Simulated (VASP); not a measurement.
**Pd: single point with PBE**

Pd, a slab with vacuum:

```
CELL_PARAMETERS angstrom
5.50129 0.00000 0.00000
2.75065 4.76426 0.00000
0.00000 0.00000 19.73768
ATOMIC_POSITIONS crystal
Pd 0.00000 0.00000 0.05066
Pd 0.49999 0.00000 0.05066
Pd 0.00000 0.49999 0.05066
Pd 0.50001 0.49999 0.05066
Pd 0.13933 0.20566 0.17138
Pd 0.64504 0.18790 0.15718
Pd 0.16426 0.69230 0.16306
Pd 0.66091 0.68143 0.16598
Pd 0.81752 0.36205 0.27980
Pd 0.34644 0.34469 0.28018
Pd 0.83674 0.85440 0.27727
Pd 0.33063 0.86356 0.28041
Pd 0.02096 0.02573 0.39801
Pd 0.50583 0.04710 0.40709
Pd 0.00518 0.50860 0.39081
Pd 0.51371 0.52753 0.39788
Pd 0.17571 0.66797 0.49534
```

- Program: VASP 6.6.1
- Task: single point
- Functional: PBE
- Potentials or basis: VASP PAW PBE potentials, release 64 (Pd)
- Cutoff: 520 eV
- k mesh: 3 × 3 × 1
- Occupations: fermi-dirac, width 0.1 eV
- Spin: no spin polarisation

```json
{
  "Largest force": "1.567 eV/Å",
  "Band gap on the k mesh": "zero (band 85 reaches 2.44 eV, above the bottom of band 86 at 2.09 eV)"
}
```

Forces in eV/Å, atoms in the order of the input:
```
Pd   0.244  0.137 -0.394
Pd  -0.369 -0.061 -0.327
Pd  -0.040 -0.045 -0.059
Pd   0.068  0.412 -0.733
Pd   0.345 -0.792 -0.985
Pd   0.421 -0.341  1.471
Pd  -0.338 -0.005  0.417
Pd  -0.136  0.528 -0.169
Pd   0.336 -0.220  0.423
Pd  -0.258  0.487  0.032
Pd   0.007  0.066  0.388
Pd  -0.077 -0.228  0.317
Pd  -0.602  0.150 -0.252
Pd   0.119 -0.733 -0.421
Pd   0.150  0.805  0.270
Pd   0.455 -0.134 -0.454
Pd  -0.326 -0.024  0.477
```

Levels at points of the mesh, in eV from the Fermi level:
| k point | band 83 | band 84 | band 85 | band 86 | band 87 | band 88 | band 89 | band 90 |
| --- | --- | --- | --- | --- | --- | --- | --- | --- |
| (0.00, 0.00, 0.00) | 0.14 | 0.22 | 0.23 | 0.29 | 0.35 | 0.37 | 0.39 | 1.06 |

Wall time 17 min on 1 thread of Oxide Virtual Turin-like Processor, on a shared host, peak memory 0.58 GiB.

Caveat: the k points lie up to 0.44 Å⁻¹ apart.
